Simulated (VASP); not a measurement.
**Yb: single point with r2SCAN**

Yb:

```
Yb
1.0
     0.00000    2.60966    2.60966
     2.60966    0.00000    2.60966
     2.60966    2.60966    0.00000
Yb
1
Direct
  0.00000 0.00000 0.00000
```

```json
{"Program": "VASP 6.6.1", "Task": "single point", "Functional": "r2SCAN", "Potentials or basis": "VASP PAW PBE potentials, release 64 (Yb)", "Cutoff": "520 eV", "k mesh": "10 × 10 × 10", "Occupations": "methfessel-paxton, width 1 eV", "Spin": "no spin polarisation", "Dipole correction": "no", "Further INCAR settings": "ALGO = Normal; EDIFF = 1e-06; NBANDS = 18"}
```

```yaml
Pressure: 0.8 GPa
Band_gap_on_the_k_mesh: zero (bands 12 and 13 overlap by 0.02 eV)
```

Levels at points of the mesh, in eV from the Fermi level:
```tsv
k point	band 10	band 11	band 12	band 13	band 14	band 15
(0.00, 0.00, 0.00)	-0.73	-0.73	-0.73	3.11	3.11	3.11
(0.50, 0.00, 0.00)	-0.73	-0.72	-0.72	0.19	2.85	2.85
(0.50, 0.50, 0.00)	-0.73	-0.73	-0.71	0.11	1.68	6.91
```

It took 6 min on 1 thread of AMD EPYC 7R43 64-Core Processor (Zen 3) (shared host), peak memory 0.16 GiB.

Caveat: so wide a smearing shifts energies and pressures; the PAW data sets were made with another functional, which shifts forces and pressure a little; spin-orbit coupling is left out, which moves the levels of the heavy elements. Spin polarisation is off, so any magnetic state and its effect on volume and gap are missing.
